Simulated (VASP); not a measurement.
# Tl (I4/mmm) in VASP: single point with PBEsol

Aim: the single point of Tl with PBEsol.

Program: VASP 6.6.1. These are calculated values, not measurements. Logs are shortened: lines on timing, memory, paths and dates and some standing lists are left out, and cuts for length are marked.

## (1) The cell of the first run

It takes space group I4/mmm (No. 139, tetragonal). The conventional cell has a = 4.052 Å, b = 4.052 Å, c = 8.855 Å, α = 90.00°, β = 90.00°, γ = 90.00°. Tl (site symmetry 4/mmm) has 12 Tl at 4.05 to 5.27 Å within 5.3 Å.

## (2) Single point, PBEsol

Input file INCAR:

```
SYSTEM = Tl
  PREC = Accurate
  ENCUT = 520
  EDIFF = 1E-6
  ISMEAR = -1
  SIGMA = 0.1
  LREAL = .False.
  LASPH = .True.
  NELM = 100
  ALGO = Normal
  ISIF = 2
  LWAVE = .False.
  LCHARG = .False.
  GGA = PS
  NBANDS = 12
```

Input file KPOINTS:

```
Automatic mesh
0
Gamma
  8 8 8
  0 0 0
```

Input file POSCAR:

```
Tl
1.0
   -2.0257540000      2.0257540000      4.4277370000
    2.0257540000     -2.0257540000      4.4277370000
    2.0257540000      2.0257540000     -4.4277370000
Tl
1
Direct
    0.0000000000      0.0000000000      0.0000000000
```

Potentials or basis: VASP PAW PBE potentials, release 64 (Tl_d).

Command:

```bash
> cat potpaw_PBE.64/Tl_d/POTCAR > POTCAR
> mpirun -np 1 vasp_std > vasp.out
```

OUTCAR:

```text
SYSTEM = Tl
   PREC = Accurate
   ENCUT = 520
   EDIFF = 1E-6
   ISMEAR = -1
   LREAL = .False.
   LASPH = .True.
   NELM = 100
   ISIF = 2
   GGA = PS

 ion  position               nearest neighbor table
   1  0.000  0.000  0.000-

  LATTYP: Found a body centered tetragonal cell.
 ALAT       =     4.0515080000
 C/A-ratio  =     2.1857229456

  Lattice vectors:

 A1 = (  -2.0257540000,   2.0257540000,   4.4277370000)
 A2 = (   2.0257540000,  -2.0257540000,   4.4277370000)
 A3 = (   2.0257540000,   2.0257540000,  -4.4277370000)

Analysis of symmetry for initial positions (statically):
=====================================================================
 Subroutine PRICEL returns:
 Original cell was already a primitive cell.

 Routine SETGRP: Setting up the symmetry group for a
 body centered tetragonal supercell.

 Subroutine GETGRP returns: Found 16 space group operations
 (whereof 16 operations were pure point group operations)
 out of a pool of 16 trial point group operations.

The static configuration has the point symmetry D_4h.

Analysis of symmetry for dynamics (positions and initial velocities):
=====================================================================
 Subroutine PRICEL returns:
 Original cell was already a primitive cell.

 Routine SETGRP: Setting up the symmetry group for a
 body centered tetragonal supercell.

 Subroutine GETGRP returns: Found 16 space group operations
 (whereof 16 operations were pure point group operations)
 out of a pool of 16 trial point group operations.

The dynamic configuration has the point symmetry D_4h.

 Subroutine INISYM returns: Found 16 space group operations
 (whereof 16 operations are pure point group operations),
 and found     1 'primitive' translations

----------------------------------------------------------------------------------------

                                     Primitive cell

  volume of cell :      72.6801

  direct lattice vectors                    reciprocal lattice vectors
    -2.025754000  2.025754000  4.427737000     0.000000000  0.246821677  0.112924503
     2.025754000 -2.025754000  4.427737000     0.246821677  0.000000000  0.112924503
     2.025754000  2.025754000 -4.427737000     0.246821677  0.246821677  0.000000000

  length of vectors
     5.273728612  5.273728612  5.273728612     0.271427493  0.271427493  0.349058563

  position of ions in fractional coordinates (direct lattice)
     0.000000000  0.000000000  0.000000000

  ion indices of the primitive-cell ions
   primitive index   ion index
                 1           1

----------------------------------------------------------------------------------------

 KPOINTS: Automatic mesh

Automatic generation of k-mesh.
 Grid dimensions read from file:
 generate k-points for:    8    8    8

 Generating k-lattice:

  Cartesian coordinates                     Fractional coordinates (reciprocal lattice)
     0.000000000  0.030852710  0.014115563     0.125000000  0.000000000 -0.000000000
     0.030852710  0.000000000  0.014115563     0.000000000  0.125000000 -0.000000000
     0.030852710  0.030852710  0.000000000     0.000000000  0.000000000  0.125000000

  Length of vectors
     0.033928437  0.033928437  0.043632320

  Shift w.r.t. Gamma in fractional coordinates (k-lattice)
     0.000000000  0.000000000  0.000000000

 Subroutine IBZKPT returns following result:
 ===========================================

 Found     59 irreducible k-points:

 Following reciprocal coordinates:
            Coordinates               Weight
  0.000000  0.000000  0.000000      1.000000
  0.125000  0.000000 -0.000000      8.000000
  0.250000  0.000000 -0.000000      8.000000
  0.375000  0.000000 -0.000000      8.000000
  0.500000  0.000000 -0.000000      4.000000
  0.125000  0.125000 -0.000000      8.000000
[... 16 lines left out ...]
  0.250000  0.125000  0.125000     16.000000
  0.375000  0.125000  0.125000      8.000000
 [... further k-points ...]
   k-points           NKPTS =     59   k-points in BZ     NKDIM =     59   number of bands    NBANDS=     12
   number of dos      NEDOS =    301   number of ions     NIONS =      1
   total plane-waves  NPLWV =  64000
   dimension x,y,z NGX =    40 NGY =   40 NGZ =   40
   dimension x,y,z NGXF=    80 NGYF=   80 NGZF=   80
   ions per type =               1
   NGX,Y,Z   is equivalent  to a cutoff of  12.61, 12.61, 12.61 a.u.
   NGXF,Y,Z  is equivalent  to a cutoff of  25.22, 25.22, 25.22 a.u.
 SYSTEM =  Tl
   PREC   = accura    normal or accurate (medium, high low for compatibility)
   ISTART =      0    job   : 0-new  1-cont  2-samecut
   ICHARG =      2    charge: 1-file 2-atom 10-const
   ISPIN  =      1    spin polarized calculation?
   LNONCOLLINEAR =      F non collinear calculations
   LSORBIT =      F    spin-orbit coupling
   LASPH  =      T    aspherical Exc in radial PAW
   ENCUT  =  520.0 eV  38.22 Ry    6.18 a.u.   9.81  9.81  9.81*2*pi/ulx,y,z
   NELM   =    100;   NELMIN=  2; NELMDL= -5     # of ELM steps
   EDIFF  = 0.1E-05   stopping-criterion for ELM
   LREAL  =      F    real-space projection
   EDIFFG = 0.1E-04   stopping-criterion for IOM
   NSW    =      0    number of steps for IOM
   IBRION =     -1    ionic relax: 0-MD 1-quasi-New 2-CG
   NFREE  =      0    steps in history (QN), initial steepest desc. (CG)
   ISIF   =      2    stress and relaxation
   ISYM   =      2    0-nonsym 1-usesym 2-fastsym
   POTIM  = 0.5000    time-step for ionic-motion
   TEBEG  =    0.0;   TEEND  =   0.0 temperature during run
   PSTRESS=    0.0 pullay stress
   NELECT =      13.0000    total number of electrons
   NUPDOWN=      -1.0000    fix difference up-down
   EMIN   =  10.00;   EMAX   =-10.00  energy-range for DOS
   EFERMI =   0.00;   METHOD = LEGACY
   ISMEAR =    -1;   SIGMA  =   0.10  broadening in eV -4-tet -1-fermi 0-gaus
   EFERMI_NEDOS =   21; number of points for ismear=-14 and -15
   IALGO  =     38    algorithm
   IMIX   =      4    mixing-type and parameters
     AMIX     =   0.40;   BMIX     =  1.00
     AMIX_MAG =   1.60;   BMIX_MAG =  1.00
  volume/ion in A,a.u.               =      72.68       490.47
  Fermi-wavevector in a.u.,A,eV,Ry     =   0.922396  1.743076 11.576039  0.850815
  Thomas-Fermi vector in A             =   2.047918
   LORBIT       =      0    0 simple, 1 ext, 2 COOP (PROOUT), +10 PAW based schemes
   GGA     = PS    functional components
   LHFCALC =     F    Hartree Fock is set to
   AEXX    =    0.0000 exact exchange contribution
   IVDW    =     0    specifies the selected vdW correction
   LEPSILON=     F    determine dielectric tensor
   LRPA    =     F    only Hartree local field effects (RPA)
 non-spin polarized calculation
  energy-cutoff  :      520.00
  volume of cell :       72.68
 maximum number of plane-waves:      1974
   NGX = 19   NGY = 19   NGZ = 19

 number of electron      12.9999999 magnetization

 Free energy of the ion-electron system (eV)
  ---------------------------------------------------
  ext. energy  EPLUGINS =         0.00000000
  ---------------------------------------------------
  free energy    TOTEN  =        -1.62943613 eV

  energy without entropy =       -1.58267043  energy(sigma->0) =       -1.60605328

 E-fermi :   0.6611     XC(G=0):  -6.4217

 val. band max:        0.6252227099   @ k =  -0.2500   0.2500   0.1250
 cond. band min:       0.6622887441   @ k =   0.3750   0.2500  -0.0000
 fundamental gap:      0.0370660342
 Fermi energy:         0.6610583831

 k-point     1 :       0.0000    0.0000    0.0000
  band No.  band energies     occupation
      1     -11.2681      2.00000
      2     -11.2587      2.00000
      3     -11.1907      2.00000
      4     -11.1907      2.00000
      5     -11.1274      2.00000
      6      -6.3397      2.00000
      7       2.9383      0.00000
      8       4.6462      0.00000
      9       5.0038      0.00000
     10       5.0038      0.00000
     11       8.1148      0.00000
     12       9.1092      0.00000

 k-point     2 :       0.1250    0.0000   -0.0000
  band No.  band energies     occupation
      1     -11.2617      2.00000
      2     -11.2464      2.00000
      3     -11.1964      2.00000
      4     -11.1896      2.00000
      5     -11.1328      2.00000
      6      -6.2203      2.00000
      7       2.6321      0.00000
      8       3.6133      0.00000
      9       5.0848      0.00000
     10       5.5455      0.00000
     11       8.0606      0.00000
     12       8.4895      0.00000

 k-point     3 :       0.2500    0.0000   -0.0000
  band No.  band energies     occupation
      1     -11.2585      2.00000
      2     -11.2113      2.00000
      3     -11.2034      2.00000
      4     -11.1871      2.00000
      5     -11.1455      2.00000
      6      -5.8904      2.00000
      7       1.5370      0.00031
      8       2.7272      0.00000
      9       5.2995      0.00000
     10       5.8549      0.00000
     11       7.6121      0.00000
     12       8.6882      0.00000
[... 286 lines left out ...]
 k-point    23 :       0.2500    0.1250    0.1250
  band No.  band energies     occupation
      1     -11.2230      2.00000
      2     -11.2128      2.00000
      3     -11.2046      2.00000
      4     -11.1816      2.00000
      5     -11.1385      2.00000
      6      -5.1104      2.00000
      7       0.7431      0.61143
      8       2.4995      0.00000
      9       3.0056      0.00000
     10       5.8847      0.00000
     11       7.0325      0.00000
     12       7.9203      0.00000

 k-point    24 :       0.3750    0.1250    0.1250
  band No.  band energies     occupation
      1     -11.2283      2.00000
      2     -11.2107      2.00000
      3     -11.2042      2.00000
      4     -11.1876      2.00000
      5     -11.1214      2.00000
      6      -4.9083      2.00000
      7       0.2485      1.96822
      8       2.7786      0.00000
      9       2.7933      0.00000
     10       5.6476      0.00000
     11       6.6327      0.00000
     12       8.9073      0.00000

 [... further k-points ...]
[... 5 lines left out ...]
  --------------------------------------------------------------------------------------
  -------------------------------------------------------------------------------------
  Total       -1.4944869     -1.4944869     -0.8870729      0.0000000      0.0000000     -0.0000000
  in kB      -32.9448447    -32.9448447    -19.5548583      0.0000000      0.0000000     -0.0000000
  external PRESSURE =     -28.4815159 kB  Pullay stress =       0.0000000 kB

 VOLUME and BASIS-vectors are now :
 -----------------------------------------------------------------------------
  energy-cutoff  :      520.00
  volume of cell :       72.68
      direct lattice vectors                 reciprocal lattice vectors
    -2.025754000  2.025754000  4.427737000     0.000000000  0.246821677  0.112924503
     2.025754000 -2.025754000  4.427737000     0.246821677  0.000000000  0.112924503
     2.025754000  2.025754000 -4.427737000     0.246821677  0.246821677  0.000000000

 POSITION                                       TOTAL-FORCE (eV/Angst)
 -----------------------------------------------------------------------------------
      0.00000      0.00000      0.00000         0.000000      0.000000      0.000000
 -----------------------------------------------------------------------------------
    total drift:                                0.000000      0.000000     -0.000000

  FREE ENERGIE OF THE ION-ELECTRON SYSTEM (eV)
  ---------------------------------------------------
  free  energy   TOTEN  =        -1.6294361338 eV

  energy  without entropy=       -1.5826704335  energy(sigma->0) =       -1.60605328
```

It took 40 s on 1 thread of Intel Xeon Platinum 8488C (Sapphire Rapids), shared host; peak memory 0.25 GiB.

Results:

* Free energy: -1.6294 eV
* Pressure: -2.8 GPa
* Band gap on the k mesh: zero (an odd number of electrons rules out a gap without spin polarisation)

Stress tensor (GPa, compression positive):
```
-3.29  0.00  0.00
 0.00 -3.29  0.00
 0.00  0.00 -1.96
```

Caveat: the PAW data sets were made with another functional, which shifts forces and pressure a little; spin-orbit coupling is left out, which moves the levels of the heavy elements.
